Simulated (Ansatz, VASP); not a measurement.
**One calculation of Ag, two programs**

```
Ag
1.0
     0.00000    3.01811    3.01811
     3.01811    0.00000    3.01811
     3.01811    3.01811    0.00000
Ag
2
Direct
  0.12500 0.12500 0.12500
  0.87500 0.87500 0.87500
```

Alike in both runs: functional PBEsol; k mesh 10 × 10 × 10; occupations fermi-dirac, width 0.1 eV; no spin polarisation.

Ansatz relaxed the structure, and its values are those at the end. VASP's run is a single point on that final structure, the one shown.

|  | VASP | Ansatz |
| --- | --- | --- |
| version | VASP 6.6.1 | Ansatz 0.2.0 |
| potentials or method | VASP PAW PBE potentials, release 64 (Ag), cutoff 520 eV | plane waves (420 eV) with PAW, scalar-relativistic |
| valence electrons in the cell | 22 | 38 |

Ansatz gave:

| Property | Result |
| --- | --- |
| pressure (GPa) | 0.0 |

Question: What did VASP give for the same quantities?

Answer: Pressure (GPa): -0.1.

VASP's potentials were made for PBE, not for PBEsol, and Ansatz warns of the same on its side. VASP's potentials hold 22 valence electrons a cell and Ansatz's 38, so a difference there can come from the potentials and not from the codes.
